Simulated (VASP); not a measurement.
# AlN (Pm) in VASP: notebook, part 2 of 2

VASP 6.6.1. The steps go on from the part before.

### 4 Single point, LDA (atom 1 (Al) moved by -0.496 Å along [1 0 0] and -0.248 Å along [1 2 0])

The input, INCAR:

```
ALGO = Normal ; EDIFF = 1E-7
ENCUT = 520 ; ISIF = 2
ISMEAR = 0 ; LASPH = True
LCHARG = False ; LREAL = False
LWAVE = False ; NBANDS = 26
NELM = 60 ; PREC = Accurate
SIGMA = 0.05
```

The input, KPOINTS:

```
k-points
0
Gamma
  8 6 4
```

The input, POSCAR:

```
AlN
1.0
   -1.6378403119      2.8368226349      0.0000000000
    0.0000000000      0.0000000000      4.1006264518
    4.9135209358      2.8368226349      0.0000000000
Al N
4 4
Direct
    0.5101431439      0.7500000000      0.0691017725
    1.0000000000      0.7500000000      0.6666666667
    0.0000000000      0.2500000000      0.3333333333
    0.5000000000      0.2500000000      0.8333333333
    0.5000000000      0.2500000000      0.1666666667
    1.0000000000      0.2500000000      0.6666666667
    0.0000000000      0.7500000000      0.3333333333
    0.5000000000      0.7500000000      0.8333333333
```

Potentials or basis: VASP PAW LDA potentials, release 64 (Al, N).

Started as:

```bash
$ cat potpaw_LDA.64/Al/POTCAR potpaw_LDA.64/N/POTCAR > POTCAR
$ mpirun -np 1 vasp_std > vasp.out
```

OUTCAR:

```text
EDIFF = 1E-7
   ENCUT = 520
   ISIF = 2
   ISMEAR = 0
   LASPH = True
   LREAL = False
   NELM = 60
   PREC = Accurate

 ion  position               nearest neighbor table
   1  0.510  0.750  0.069-   8 1.34   5 2.12   5 2.12   7 2.20   7 2.24   4 2.45   4 2.45   2 2.79
                             2 2.83   3 3.00   3 3.00   3 3.04   3 3.04
   2  0.000  0.750  0.667-   8 1.89   8 1.89   7 1.89   6 2.05   6 2.05   4 2.79   4 2.79   4 2.79
                             4 2.79   3 2.79   3 2.79   1 2.79   1 2.83
   3  0.000  0.250  0.333-   5 1.89   5 1.89   6 1.89   7 2.05   7 2.05   2 2.79   2 2.79   1 3.00
                             1 3.00   1 3.04   1 3.04   4 3.28   4 3.28   4 3.28   4 3.28
   4  0.500  0.250  0.833-   6 1.89   6 1.89   5 1.89   8 2.05   8 2.05   1 2.45   1 2.45   2 2.79
[... 918 lines left out ...]
  external PRESSURE =     263.8690269 kB  Pullay stress =       0.0000000 kB

 VOLUME and BASIS-vectors are now :
 -----------------------------------------------------------------------------
  energy-cutoff  :      520.00
  volume of cell :       76.21
      direct lattice vectors                 reciprocal lattice vectors
    -1.637840312  2.836822635  0.000000000    -0.152640033  0.264380293  0.000000000
     0.000000000  0.000000000  4.100626452     0.000000000  0.000000000  0.243865178
     4.913520936  2.836822635  0.000000000     0.152640033  0.088126764  0.000000000

 POSITION                                       TOTAL-FORCE (eV/Angst)
 -----------------------------------------------------------------------------------
     -0.49600      1.64322      3.07547        32.194014     19.278754      0.000000
      3.27568      1.89122      3.07547        -2.806352     -1.579930      0.000000
      1.63784      0.94561      1.02516        -0.667822     -0.348545      0.000000
      3.27568      3.78243      1.02516        -0.583200     -0.410007      0.000000
      0.00000      1.89122      1.02516        -2.410167     -1.289853      0.000000
      3.27568      1.89122      1.02516         1.202555      0.697123      0.000000
      1.63784      0.94561      3.07547        -1.336909     -0.804196      0.000000
      3.27568      3.78243      3.07547       -25.592120    -15.543345      0.000000
 -----------------------------------------------------------------------------------
    total drift:                                0.000548      0.000301     -0.000000

  FREE ENERGIE OF THE ION-ELECTRON SYSTEM (eV)
  ---------------------------------------------------
  free  energy   TOTEN  =       -57.8134477292 eV

  energy  without entropy=      -57.8134477292  energy(sigma->0) =      -57.81344773
```

stdout:

```text
POSCAR found type information on POSCAR AlN
 POSCAR found :  2 types and       8 ions
 scaLAPACK will be used
 LDA part: xc-table for (Slater(with rela. corr.)+CA(PZ))
 , standard interpolation
 POSCAR, INCAR and KPOINTS ok, starting setup
 FFT: planning ... GRIDC
 FFT: planning ... GRID_SOFT
 FFT: planning ... GRID
 WAVECAR not read
 entering main loop
```

It took 69 s on 1 thread of AMD EPYC 9R45 (Zen 5), shared host; peak memory 0.19 GiB.

What came out:

- Free energy: -57.8134 eV
- Pressure: 26.4 GPa
- Largest force: 37.525 eV/Å
- Band gap on the k mesh: 1.84 eV (least direct gap 1.91 eV)

Forces in eV/Å, atoms in the order of the input:
```
Al   32.194  19.279   0.000
Al   -2.806  -1.580   0.000
Al   -0.668  -0.349   0.000
Al   -0.583  -0.410   0.000
N    -2.410  -1.290   0.000
N     1.203   0.697   0.000
N    -1.337  -0.804   0.000
N   -25.592 -15.543   0.000
```

Stress tensor (GPa, compression positive):
```
57.08 35.97  0.00
35.97 20.09  0.00
 0.00  0.00  1.99
```

Caveat: the cell differs from its parent crystal (atom 1 (Al) moved by -0.496 Å along [1 0 0] and -0.248 Å along [1 2 0]); atoms lie so close that the PAW spheres overlap strongly, which falsifies energies and pressures; the cell stands under pressure; forces of over 1 eV/Å act on the atoms, so gaps and moduli don't describe the material at rest.

### 5 Single point, LDA (atom 1 (Al) moved by -0.372 Å along [1 0 0] and -0.248 Å along [1 2 0])

The input, INCAR:

```
SYSTEM = AlN
PREC = Accurate
ENCUT = 520
EDIFF = 1E-6
ISMEAR = 0
SIGMA = 0.05
LREAL = .FALSE.
LASPH = .TRUE.
NELM = 100
ALGO = Normal
ISIF = 2
LWAVE = .FALSE.
LCHARG = .TRUE.
LELF = .TRUE.
LVHAR = .TRUE.
NBANDS = 26
```

The input, KPOINTS:

```
regular mesh
0
G
  8 6 4
  0 0 0
```

POSCAR, as its differences from that of step 4:

```diff
@@ -8,3 +8,3 @@
 Direct
-    0.5101431439      0.7500000000      0.0691017725
+    0.4912157797      0.7500000000      0.0880291367
     1.0000000000      0.7500000000      0.6666666667
```

Started as:

```bash
$ cat potpaw_LDA.64/Al/POTCAR potpaw_LDA.64/N/POTCAR > POTCAR
$ mpirun -np 1 vasp_std > vasp.out
```

It took 1.8 min on 1 thread of Intel Xeon Platinum 8488C (Sapphire Rapids), shared host; peak memory 0.22 GiB.

Results (log left out):

```
Free energy            : -61.0372 eV
Pressure               : 15.6 GPa
Largest force          : 23.475 eV/Å
Band gap on the k mesh : 2.54 eV (least direct gap 2.61 eV)
```

Forces in eV/Å, atoms in the order of the input:
```
Al   20.423  11.574   0.000
Al   -2.218  -1.308   0.000
Al   -0.468  -0.310   0.000
Al   -0.509  -0.241   0.000
N    -1.869  -1.165   0.000
N     0.967   0.554   0.000
N    -1.353  -0.784   0.000
N   -14.974  -8.321   0.000
```

Stress tensor (GPa, compression positive):
```
36.26 21.42  0.00
21.42  9.17  0.00
 0.00  0.00  1.36
```

Levels at points of the mesh, in eV from the valence-band top:
| k point | band 12 | band 13 | band 14 | band 15 | band 16 | band 17 | band 18 | band 19 | band 20 | band 21 |
| --- | --- | --- | --- | --- | --- | --- | --- | --- | --- | --- |
| (0.00, 0.00, 0.00) | -3.05 | -2.61 | -1.88 | -0.07 | -0.07 | 2.54 | 3.71 | 4.62 | 6.97 | 7.35 |
| (0.50, 0.00, 0.00) | -3.86 | -2.86 | -2.26 | -2.14 | -2.02 | 4.86 | 4.88 | 5.58 | 5.80 | 7.59 |
| (0.00, 0.50, 0.00) | -2.75 | -2.55 | -1.63 | -1.43 | -0.84 | 3.73 | 4.77 | 5.63 | 6.18 | 7.92 |
| (0.50, 0.50, 0.00) | -4.72 | -2.06 | -1.52 | -0.52 | -0.49 | 5.27 | 5.47 | 6.19 | 6.54 | 8.12 |
| (0.00, 0.00, 0.50) | -3.11 | -2.45 | -2.16 | -0.70 | 0.00 | 3.50 | 4.99 | 5.88 | 6.19 | 7.68 |
| (0.50, 0.00, 0.50) | -3.57 | -3.00 | -2.54 | -1.59 | -1.32 | 3.18 | 3.95 | 6.10 | 6.81 | 6.99 |
| (0.00, 0.50, 0.50) | -2.75 | -2.52 | -1.40 | -1.34 | -0.93 | 3.51 | 4.86 | 5.28 | 6.46 | 8.38 |
| (0.50, 0.50, 0.50) | -3.46 | -2.85 | -2.28 | -1.24 | -0.96 | 4.37 | 4.52 | 5.21 | 5.58 | 8.52 |

Caveat: the cell differs from its parent crystal (atom 1 (Al) moved by -0.372 Å along [1 0 0] and -0.248 Å along [1 2 0]); the cell stands under pressure; forces of over 1 eV/Å act on the atoms, so gaps and moduli don't describe the material at rest. A k mesh can miss the band edges.

### 6 Overview

```csv
cell,gap on the mesh (eV),pressure (GPa),largest force (eV/Å)
"as given, atomic positions A",2.91,6.0,6.89
"as given, atomic positions B",2.48,9.0,6.55
"as given, atomic positions C",1.84,26.4,37.52
"as given, atomic positions D",2.54,15.6,23.47
```

Alike in all rows: task single point; level LDA; potentials or basis VASP PAW LDA potentials, release 64 (Al, N); no spin polarisation; k mesh 8 × 6 × 4; cutoff (eV) 520; smearing gaussian 0.05 eV.

Caveats: the cell stands under pressure; forces of over 1 eV/Å act on the atoms, so gaps and moduli don't describe the material at rest; atoms lie so close that the PAW spheres overlap strongly, which falsifies energies and pressures (at least some runs).

Total energies depend on the potentials used, so only differences within one code and one set of settings carry meaning.
